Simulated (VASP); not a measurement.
Wanted: the native input for a VASP 6.6.1 run.

* Task: single point
* Functional: PBE
* Potentials or basis: VASP PAW PBE potentials, release 64 (Co, O)
* Cutoff: 520 eV
* k mesh: 11 × 11 × 10
* Occupations: fermi-dirac, width 0.05 eV
* Spin: collinear spin, ferromagnetic start
* Starting moments: [2.0, 0.0] μB
* Dipole correction: no
* Further INCAR settings: ALGO = Normal; EDIFF = 1e-07; NBANDS = 18

The structure of CoO lies in POSCAR:

```
CoO
1.0
    2.8284500000      0.0000000000      0.0000000000
   -1.4142300000      2.4495100000      0.0000000000
    0.0000000000      0.0000000000      2.7217200000
Co O
1 1
Direct
    0.0000000000      0.0000000000      0.5000000000
    0.6666700000      0.3333300000      0.0000000000
```

One way to write it, as run:

INCAR

```
SYSTEM = CoO
PREC = Accurate
ENCUT = 520
EDIFF = 1E-7
ISMEAR = -1
SIGMA = 0.05
LREAL = .False.
LASPH = .True.
NELM = 150
ALGO = Normal
ISIF = 2
LWAVE = .False.
LCHARG = .True.
ISPIN = 2
MAGMOM = 2 0
LORBIT = 11
LMAXMIX = 4
GGA = PE
LELF = .True.
LVHAR = .True.
NBANDS = 18
```

KPOINTS

```
regular mesh
0
Gamma
  11 11 10
  0 0 0
```

Potentials or basis: VASP PAW PBE potentials, release 64 (Co, O).

Launch:

```bash
$ cat potpaw_PBE.64/Co/POTCAR potpaw_PBE.64/O/POTCAR > POTCAR
$ mpirun -np 1 vasp_std > vasp.out
```

Results of the run:

```json
{"Pressure": "-0.3 GPa", "Band gap on the k mesh": "zero (filled and empty bands overlap)", "Net moment": "3.00 μB per cell", "Site moments": "Co +2.55; O +0.41 μB", "Valence electrons inside the program's atomic spheres": "Co 7.85; O 4.97"}
```

Caveat: a cell with one magnetic atom can't hold antiferromagnetic order, which such compounds often take; semilocal functionals often make such compounds metallic where correlation or magnetic order opens a gap, which also shifts bond lengths.

Run time: 87 s on 1 thread of Intel(R) Xeon(R) Platinum 8488C (Sapphire Rapids), with other jobs on the host, peak memory 0.23 GiB.
